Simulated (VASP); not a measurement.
Runs of VASP 6.6.1 on Si. The structure is that of space group Fd-3m (No. 227), or close to it. The cells are those of the table. 

```csv
task,level,cell,k mesh,cutoff (eV),smearing,k mesh for the DOS,occupations for the DOS,gap on the mesh (eV),pressure (GPa)
single point,PBE,"a = 3.868, b = 3.868, c = 6.699 Å, angles 73.2, 73.2, 60.0°, 4 atoms",14 × 14 × 8,520,gaussian 0.1 eV,-,-,0.62,-0.1
relaxation of shape and atoms at fixed volume,PBE,"relaxed from a = 3.748, b = 3.748, c = 6.492 Å, angles 73.2, 73.2, 60.0°, 4 atoms",8 × 8 × 4,600,gaussian 0.02 eV,-,-,0.49,10.2
relaxation of shape and atoms at fixed volume,PBE,"relaxed from a = 3.707, b = 3.707, c = 6.420 Å, angles 73.2, 73.2, 60.0°, 4 atoms",8 × 8 × 4,600,gaussian 0.02 eV,-,-,(a),14.8
single point,r2SCAN,"a = 3.868, b = 3.868, c = 6.699 Å, angles 73.2, 73.2, 60.0°, 4 atoms",8 × 8 × 4,520,gaussian 0.02 eV,-,-,0.85,(b)
```

Alike in all rows: potentials or basis VASP PAW PBE potentials, release 64 (Si); no spin polarisation.

Problem. Estimate the missing entries.

Solution. (a) 0.42; (b) -1.6.

Caveats: the relaxation stopped at its first step, so nothing moved (some runs); the PAW data sets were made with another functional, which shifts forces and pressure a little (some runs).

A k mesh can miss the band edges.
